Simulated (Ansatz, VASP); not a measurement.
**BaZrO3 in VASP and in Ansatz**

```
Ba Zr O
1.0
     4.33152    0.00000    0.00000
     0.00000    4.33152    0.00000
     0.00000    0.00000    4.33152
Ba Zr O
1 1 3
Direct
  0.00000 0.00000 0.00000
  0.50000 0.50000 0.50000
  0.50000 0.50000 0.00000
  0.50000 0.00000 0.50000
  0.00000 0.50000 0.50000
```

Change from the starting cell: hydrostatic strain +3.0%.

Alike in both runs: task single point; functional r2SCAN; k mesh 6 × 6 × 6; no spin polarisation.

|  | VASP | Ansatz |
| --- | --- | --- |
| version | VASP 6.6.1 | Ansatz 0.2.0 |
| potentials or method | VASP PAW PBE potentials, release 64 (Ba_sv, Zr_sv, O) | plane waves, PAW |
| plane-wave cutoff (eV) | 520 | 500 |
| occupations | gaussian, width 0.01 eV | fixed |
| valence electrons in the cell | 40 | 40 |

|  | VASP | Ansatz | Ansatz less VASP |
| --- | --- | --- | --- |
| gap on the k mesh at the Fermi level (eV) | 3.44 | 3.49 | +0.041 |
| pressure (GPa) | -11.3 | -11.9 | -0.69 |

VASP's potentials were made for PBE, not for r2SCAN.

Spin-orbit coupling is off throughout.
